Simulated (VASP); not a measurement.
# Pt (Fm-3m) in VASP: further runs

Runs on Pt. Level: r2SCAN. Tasks: single point, relaxation of cell and atoms.

Program: VASP 6.6.1. These are calculated values, not measurements. Logs are shortened: lines on timing, memory, paths and dates and some standing lists are left out, and cuts for length are marked.

### 1 The cell of the first run

The structure is cubic, space group Fm-3m (No. 225). Conventional cell: a = 3.940 Å, b = 3.940 Å, c = 3.940 Å, α = 90.00°, β = 90.00°, γ = 90.00°. Within 3.7 Å of Pt (site symmetry m-3m) lie 12 Pt at 2.79 Å.

### 2 Single point, r2SCAN

POSCAR

```
Pt
1.0
    0.0000000000      1.9700554062      1.9700554062
    1.9700554062      0.0000000000      1.9700554062
    1.9700554062      1.9700554062      0.0000000000
Pt
1
Direct
    0.0000000000      0.0000000000      0.0000000000
```

INCAR.step1

```
SYSTEM = Pt
ALGO     = Normal         ! electronic algorithm
EDIFF    = 1E-5           ! SCF threshold, eV
ENCUT    = 550            ! plane-wave cutoff, eV
GGA      = PE             ! functional
GGA_COMPAT= .False.      
ISMEAR   = 1              ! smearing method
LASPH    = .True.         ! aspherical terms in the spheres
LCHARG   = .False.        ! write CHGCAR
LREAL    = .False.        ! projectors in reciprocal space
LWAVE    = .True.         ! write WAVECAR
NBANDS   = 11             ! bands
NELM     = 120            ! most SCF steps
PREC     = Accurate       ! precision mode
SIGMA    = 0.1            ! smearing width, eV
```

INCAR.step2

```
SYSTEM = Pt
ALGO     = Normal         ! electronic algorithm
EDIFF    = 1E-6           ! SCF threshold, eV
ENCUT    = 550            ! plane-wave cutoff, eV
GGA_COMPAT= .False.      
ISIF     = 2              ! what is computed and relaxed
ISMEAR   = 1              ! smearing method
ISTART   = 1            
LASPH    = .True.         ! aspherical terms in the spheres
LCHARG   = .False.        ! write CHGCAR
LMIXTAU  = .True.       
LREAL    = .False.        ! projectors in reciprocal space
LWAVE    = .False.        ! write WAVECAR
METAGGA  = R2SCAN         ! meta-GGA
NBANDS   = 11             ! bands
NELM     = 120            ! most SCF steps
PREC     = Accurate       ! precision mode
SIGMA    = 0.1            ! smearing width, eV
```

KPOINTS

```
k-points
0
Gamma
  10 10 10
  0 0 0
```

Potentials or basis: VASP PAW PBE potentials, release 64 (Pt).

Launch:

```bash
> cat potpaw_PBE.64/Pt/POTCAR > POTCAR
> cp INCAR.step1 INCAR
> mpirun -np 1 vasp_std > vasp.out
> cp INCAR.step2 INCAR
> mpirun -np 1 vasp_std > vasp.out
```

OUTCAR:

```text
SYSTEM = Pt
   EDIFF = 1E-6
   ENCUT = 550
   ISIF = 2
   ISMEAR = 1
   ISTART = 1
   LASPH = .True.
   LREAL = .False.
   METAGGA = R2SCAN
   NELM = 120
   PREC = Accurate

 ion  position               nearest neighbor table
   1  0.000  0.000  0.000-

  LATTYP: Found a face centered cubic cell.
 ALAT       =     3.9401108124

  Lattice vectors:

 A1 = (   0.0000000000,   1.9700554062,   1.9700554062)
 A2 = (   1.9700554062,   0.0000000000,   1.9700554062)
 A3 = (   1.9700554062,   1.9700554062,   0.0000000000)

Analysis of symmetry for initial positions (statically):
=====================================================================
 Subroutine PRICEL returns:
 Original cell was already a primitive cell.

 Routine SETGRP: Setting up the symmetry group for a
 face centered cubic supercell.

 Subroutine GETGRP returns: Found 48 space group operations
 (whereof 48 operations were pure point group operations)
 out of a pool of 48 trial point group operations.

The static configuration has the point symmetry O_h .

Analysis of symmetry for dynamics (positions and initial velocities):
=====================================================================
 Subroutine PRICEL returns:
 Original cell was already a primitive cell.

 Routine SETGRP: Setting up the symmetry group for a
 face centered cubic supercell.

 Subroutine GETGRP returns: Found 48 space group operations
 (whereof 48 operations were pure point group operations)
 out of a pool of 48 trial point group operations.

The dynamic configuration has the point symmetry O_h .

 Subroutine INISYM returns: Found 48 space group operations
 (whereof 48 operations are pure point group operations),
 and found     1 'primitive' translations

----------------------------------------------------------------------------------------

                                     Primitive cell

  volume of cell :      15.2920

  direct lattice vectors                    reciprocal lattice vectors
     0.000000000  1.970055406  1.970055406    -0.253799968  0.253799968  0.253799968
     1.970055406  0.000000000  1.970055406     0.253799968 -0.253799968  0.253799968
     1.970055406  1.970055406  0.000000000     0.253799968  0.253799968 -0.253799968

  length of vectors
     2.786079074  2.786079074  2.786079074     0.439594440  0.439594440  0.439594440

  position of ions in fractional coordinates (direct lattice)
     0.000000000  0.000000000  0.000000000

  ion indices of the primitive-cell ions
   primitive index   ion index
                 1           1

----------------------------------------------------------------------------------------

 KPOINTS: k-points

Automatic generation of k-mesh.
 Grid dimensions read from file:
 generate k-points for:   10   10   10

 Generating k-lattice:

  Cartesian coordinates                     Fractional coordinates (reciprocal lattice)
    -0.025379997  0.025379997  0.025379997     0.100000000  0.000000000  0.000000000
     0.025379997 -0.025379997  0.025379997     0.000000000  0.100000000  0.000000000
     0.025379997  0.025379997 -0.025379997     0.000000000  0.000000000  0.100000000

  Length of vectors
     0.043959444  0.043959444  0.043959444

  Shift w.r.t. Gamma in fractional coordinates (k-lattice)
     0.000000000  0.000000000  0.000000000

 Subroutine IBZKPT returns following result:
 ===========================================

 Found     47 irreducible k-points:

 Following reciprocal coordinates:
            Coordinates               Weight
  0.000000  0.000000  0.000000      1.000000
  0.100000  0.000000  0.000000      8.000000
  0.200000  0.000000  0.000000      8.000000
  0.300000  0.000000  0.000000      8.000000
  0.400000  0.000000  0.000000      8.000000
  0.500000  0.000000  0.000000      4.000000
[... 16 lines left out ...]
  0.300000  0.300000  0.000000      6.000000
  0.400000  0.300000  0.000000     24.000000
 [... further k-points ...]
   k-points           NKPTS =     47   k-points in BZ     NKDIM =     47   number of bands    NBANDS=     11
   number of dos      NEDOS =    301   number of ions     NIONS =      1
   total plane-waves  NPLWV =  13824
   dimension x,y,z NGX =    24 NGY =   24 NGZ =   24
   dimension x,y,z NGXF=    48 NGYF=   48 NGZF=   48
   ions per type =               1
   NGX,Y,Z   is equivalent  to a cutoff of  14.32, 14.32, 14.32 a.u.
   NGXF,Y,Z  is equivalent  to a cutoff of  28.64, 28.64, 28.64 a.u.
 SYSTEM =  Pt
   PREC   = accura    normal or accurate (medium, high low for compatibility)
   ISTART =      1    job   : 0-new  1-cont  2-samecut
   ICHARG =      0    charge: 1-file 2-atom 10-const
   ISPIN  =      1    spin polarized calculation?
   LNONCOLLINEAR =      F non collinear calculations
   LSORBIT =      F    spin-orbit coupling
   LASPH  =      T    aspherical Exc in radial PAW
   ENCUT  =  550.0 eV  40.42 Ry    6.36 a.u.   5.33  5.33  5.33*2*pi/ulx,y,z
   NELM   =    120;   NELMIN=  2; NELMDL=  0     # of ELM steps
   EDIFF  = 0.1E-05   stopping-criterion for ELM
   LREAL  =      F    real-space projection
   EDIFFG = 0.1E-04   stopping-criterion for IOM
   NSW    =      0    number of steps for IOM
   IBRION =     -1    ionic relax: 0-MD 1-quasi-New 2-CG
   NFREE  =      0    steps in history (QN), initial steepest desc. (CG)
   ISIF   =      2    stress and relaxation
   ISYM   =      2    0-nonsym 1-usesym 2-fastsym
   POTIM  = 0.5000    time-step for ionic-motion
   TEBEG  =    0.0;   TEEND  =   0.0 temperature during run
   PSTRESS=    0.0 pullay stress
   NELECT =      10.0000    total number of electrons
   NUPDOWN=      -1.0000    fix difference up-down
   EMIN   =  10.00;   EMAX   =-10.00  energy-range for DOS
   EFERMI =   0.00;   METHOD = LEGACY
   ISMEAR =     1;   SIGMA  =   0.10  broadening in eV -4-tet -1-fermi 0-gaus
   EFERMI_NEDOS =   21; number of points for ismear=-14 and -15
   IALGO  =     38    algorithm
   IMIX   =      4    mixing-type and parameters
     AMIX     =   0.40;   BMIX     =  1.00
     AMIX_MAG =   1.60;   BMIX_MAG =  1.00
  volume/ion in A,a.u.               =      15.29       103.20
  Fermi-wavevector in a.u.,A,eV,Ry     =   1.420975  2.685253 27.472469  2.019170
  Thomas-Fermi vector in A             =   2.541833
   LORBIT       =      0    0 simple, 1 ext, 2 COOP (PROOUT), +10 PAW based schemes
   METAGGA = R2SCAN    functional components
   LHFCALC =     F    Hartree Fock is set to
   AEXX    =    0.0000 exact exchange contribution
   IVDW    =     0    specifies the selected vdW correction
   LEPSILON=     F    determine dielectric tensor
   LRPA    =     F    only Hartree local field effects (RPA)
 non-spin polarized calculation
 Methfessel and Paxton  Order N= 1 SIGMA  =   0.10
  energy-cutoff  :      550.00
  volume of cell :       15.29
 maximum number of plane-waves:       464
 NGX is ok and might be reduce to    24
   NGX = 11   NGY = 11   NGZ = 11

 number of electron      10.0000001 magnetization

 Free energy of the ion-electron system (eV)
  ---------------------------------------------------
  ext. energy  EPLUGINS =         0.00000000
  ---------------------------------------------------
  free energy    TOTEN  =       -51.48379334 eV

  energy without entropy =      -51.48609800  energy(sigma->0) =      -51.48456156

 E-fermi :  10.7341     XC(G=0): -14.5381

 val. band max:       10.6957334178   @ k =   0.4000   0.1000   0.0000
 cond. band min:      10.7735494899   @ k =   0.5000   0.0000   0.0000
 fundamental gap:      0.0778160721
 Fermi energy:        10.7340990539

 k-point     1 :       0.0000    0.0000    0.0000
  band No.  band energies     occupation
      1       0.4140      2.00000
      2       6.9214      2.00000
      3       6.9214      2.00000
      4       6.9214      2.00000
      5       9.0381      2.00000
      6       9.0381      2.00000
      7      26.2706      0.00000
      8      31.3585      0.00000
      9      31.3585      0.00000
     10      31.3585      0.00000
     11      37.1751      0.00000

 k-point     2 :       0.1000    0.0000    0.0000
  band No.  band energies     occupation
      1       0.8219      2.00000
      2       6.7535      2.00000
      3       7.0742      2.00000
      4       7.0742      2.00000
      5       8.9631      2.00000
      6       8.9631      2.00000
      7      26.8691      0.00000
      8      29.5667      0.00000
      9      31.9685      0.00000
     10      31.9685      0.00000
     11      38.5900      0.00000

 k-point     3 :       0.2000    0.0000    0.0000
  band No.  band energies     occupation
      1       1.8966      2.00000
      2       6.5092      2.00000
      3       7.3013      2.00000
      4       7.3013      2.00000
      5       9.0080      2.00000
      6       9.0080      2.00000
      7      26.4699      0.00000
      8      27.9857      0.00000
      9      33.5707      0.00000
     10      33.5707      0.00000
     11      35.8568      0.00000

 k-point     4 :       0.3000    0.0000    0.0000
  band No.  band energies     occupation
      1       2.9806      2.00000
      2       7.0130      2.00000
      3       7.1832      2.00000
      4       7.1832      2.00000
      5       9.6146      2.00000
      6       9.6146      2.00000
      7      22.8607      0.00000
      8      27.5100      0.00000
      9      33.8306      0.00000
     10      33.8306      0.00000
     11      36.0908      0.00000
[... 239 lines left out ...]
 k-point    22 :      -0.2000    0.2000    0.0000
  band No.  band energies     occupation
      1       3.8802      2.00000
      2       5.9620      2.00000
      3       6.9568      2.00000
      4       8.0743      2.00000
      5       8.3465      2.00000
      6      11.1623     -0.00000
      7      24.0985      0.00000
      8      26.6466      0.00000
      9      30.1054      0.00000
     10      32.5428      0.00000
     11      35.6969      0.00000

 k-point    23 :       0.3000    0.3000    0.0000
  band No.  band energies     occupation
      1       3.7945      2.00000
      2       4.8867      2.00000
      3       8.0328      2.00000
      4       9.2682      2.00000
      5       9.2682      2.00000
      6      10.0740      2.00000
      7      26.9293      0.00000
      8      26.9293      0.00000
      9      28.1646      0.00000
     10      30.7237      0.00000
     11      31.9098      0.00000

 k-point    24 :       0.4000    0.3000    0.0000
  band No.  band energies     occupation
      1       4.0972      2.00000
      2       4.6978      2.00000
      3       8.1355      2.00000
      4       9.4144      2.00000
      5      10.6575      1.96193
      6      11.0319     -0.00021
      7      23.2790      0.00000
      8      25.7084      0.00000
      9      26.1516      0.00000
     10      31.5797      0.00000
     11      33.7169      0.00000

 [... further k-points ...]
[... 5 lines left out ...]
  --------------------------------------------------------------------------------------
  -------------------------------------------------------------------------------------
  Total        0.0671042      0.0671042      0.0671042      0.0000000      0.0000000      0.0000000
  in kB        7.0306421      7.0306421      7.0306421      0.0000000      0.0000000      0.0000000
  external PRESSURE =       7.0306421 kB  Pullay stress =       0.0000000 kB

 VOLUME and BASIS-vectors are now :
 -----------------------------------------------------------------------------
  energy-cutoff  :      550.00
  volume of cell :       15.29
      direct lattice vectors                 reciprocal lattice vectors
     0.000000000  1.970055406  1.970055406    -0.253799968  0.253799968  0.253799968
     1.970055406  0.000000000  1.970055406     0.253799968 -0.253799968  0.253799968
     1.970055406  1.970055406  0.000000000     0.253799968  0.253799968 -0.253799968

 POSITION                                       TOTAL-FORCE (eV/Angst)
 -----------------------------------------------------------------------------------
      0.00000      0.00000      0.00000         0.000000      0.000000      0.000000
 -----------------------------------------------------------------------------------
    total drift:                               -0.000000      0.000000     -0.000000

  FREE ENERGIE OF THE ION-ELECTRON SYSTEM (eV)
  ---------------------------------------------------
  free  energy   TOTEN  =       -51.4837933399 eV

  energy  without entropy=      -51.4860980033  energy(sigma->0) =      -51.48456156
```

Run time: 25 s. Hardware: 1 thread of Intel Xeon Platinum 8559C (Emerald Rapids), shared host; peak memory 0.15 GiB.

Results:

```
Free energy            : -51.4838 eV
Pressure               : 0.7 GPa
Band gap on the k mesh : zero (bands 5 and 6 overlap by 2.30 eV)
```

Caveat: the PAW data sets were made with another functional, which shifts forces and pressure a little; spin-orbit coupling is left out, which moves the levels of the heavy elements.

### 3 Relaxation of cell and atoms, r2SCAN

This run uses another cell than the first one, of 15.08 Å³/atom.

POSCAR

```
Pt
1.0
    0.0000000000      1.9609000000      1.9609000000
    1.9609000000      0.0000000000      1.9609000000
    1.9609000000      1.9609000000      0.0000000000
Pt
1
Direct
    0.0000000000      0.0000000000      0.0000000000
```

INCAR.step1

```
PREC = Accurate
ENCUT = 550
ISMEAR = 1
SIGMA = 0.1
LREAL = False
LASPH = True
NELM = 120
GGA = PE
ALGO = Normal
EDIFF = 1E-5
LWAVE = True
LCHARG = False
GGA_COMPAT = False
IBRION = 2
ISIF = 3
EDIFFG = -0.005
NELMIN = 4
NSW = 100
```

INCAR.step2

```
PREC = Accurate
ENCUT = 550
EDIFF = 1E-7
ISMEAR = 1
SIGMA = 0.1
LREAL = False
LASPH = True
NELM = 120
ALGO = Normal
ISIF = 3
LWAVE = False
LCHARG = False
METAGGA = R2SCAN
LMIXTAU = True
IBRION = 2
NSW = 60
EDIFFG = -0.03
ISTART = 1
GGA_COMPAT = False
NELMIN = 4
```

KPOINTS

```
Automatic mesh
0
Gamma
  10 10 10
```

Potentials or basis: VASP PAW PBE potentials, release 64 (Pt).

Launch:

```bash
> cat potpaw_PBE.64/Pt/POTCAR > POTCAR
> cp INCAR.step1 INCAR
> mpirun -np 1 vasp_std > vasp.out
> cp INCAR.step2 INCAR
> mpirun -np 1 vasp_std > vasp.out
```

Run time: 67 s. Hardware: 1 thread of Intel Xeon Platinum 8559C (Emerald Rapids), shared host; peak memory 0.15 GiB.

The run converged. Its results:

| Item | Value |
| --- | --- |
| Free energy | -51.4838 eV |
| Relaxed volume | 15.33 Å³/atom |
| Relaxed cell | a = 2.789 Å, b = 2.789 Å, c = 2.789 Å, α = 60.00°, β = 60.00°, γ = 60.00° |
| Space group after relaxing (to 0.1 Å) | Fm-3m (No. 225) |
| Energy gained by relaxing | 3.6 meV/atom |
| Ionic steps | 3 |
| Pressure after relaxing | 0.0 GPa |
| Band gap on the k mesh | zero (bands 5 and 6 overlap by 2.29 eV) |

The path:
| step | energy change (eV) | largest force (eV/Å) | pressure (GPa) | volume (Å³) |
| --- | --- | --- | --- | --- |
| 1 | 0.0000 | 0.0000 | 4.71 | 15.08 |
| 2 | 0.0239 | 0.0000 | -11.22 | 16.07 |
| 3 | -0.0036 | 0.0000 | -0.04 | 15.33 |

Final structure:
```cif
data_structure
_symmetry_space_group_name_H-M 'P 1'
_symmetry_Int_Tables_number 1
_cell_length_a 2.7885
_cell_length_b 2.7885
_cell_length_c 2.7885
_cell_angle_alpha 60.000
_cell_angle_beta 60.000
_cell_angle_gamma 60.000
_cell_volume 15.33
loop_
_atom_site_label
_atom_site_type_symbol
_atom_site_fract_x
_atom_site_fract_y
_atom_site_fract_z
_atom_site_occupancy
Pt1 Pt 0.00000 0.00000 0.00000 1
```

Levels at points of the mesh, in eV from the Fermi level:
```tsv
k point	band 3	band 4	band 5	band 6	band 7	band 8
(0.00, 0.00, 0.00)	-3.80	-3.80	-1.69	-1.69	15.54	20.62
(0.50, 0.00, 0.00)	-3.89	-0.22	0.04	0.04	6.05	15.18
(0.50, 0.50, 0.00)	-0.04	0.52	0.52	2.00	9.18	11.98
```

Caveat: the PAW data sets were made with another functional, which shifts forces and pressure a little; spin-orbit coupling is left out, which moves the levels of the heavy elements.
